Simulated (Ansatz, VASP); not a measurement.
**MoS2 in VASP and in Ansatz**

```
Mo S
1.0
     1.50798    0.87063    5.95890
    -1.50798    0.87063    5.95890
     0.00000   -1.74126    5.95890
Mo S
1 2
Direct
  0.00000 0.00000 0.00000
  0.75633 0.75633 0.75633
  0.24367 0.24367 0.24367
```

Change from the starting cell: strain -0.0375 x Voigt [1, 1, 0, 0, 0, 0], atoms carried along.

Alike in both runs: task single point; functional PBE; dispersion D3(BJ); k mesh 18 × 18 × 18; occupations gaussian, width 0.15 eV; no spin polarisation.

```csv
,VASP,Ansatz
version,VASP 6.6.1,Ansatz 0.2.0
potentials or method,"VASP PAW PBE potentials, release 64 (Mo_sv, S), cutoff 520 eV","scalar-relativistic, plane waves, PAW"
valence electrons in the cell,26,26
```

```csv
,VASP,Ansatz,Ansatz less VASP
gap on the k mesh at the Fermi level (eV),none,none,-
pressure (GPa),12.8,13.0,+0.15
"traceless stress, the component that is largest in VASP (GPa)",-1.95,-1.91,+0.041
rms of the force components (eV/Å),0.452,0.460,+0.0086
```

Atom by atom the forces differ by 0.009 eV/Å (rms over components). A gap of «none» marks a metal or a gap that the smearing closes.
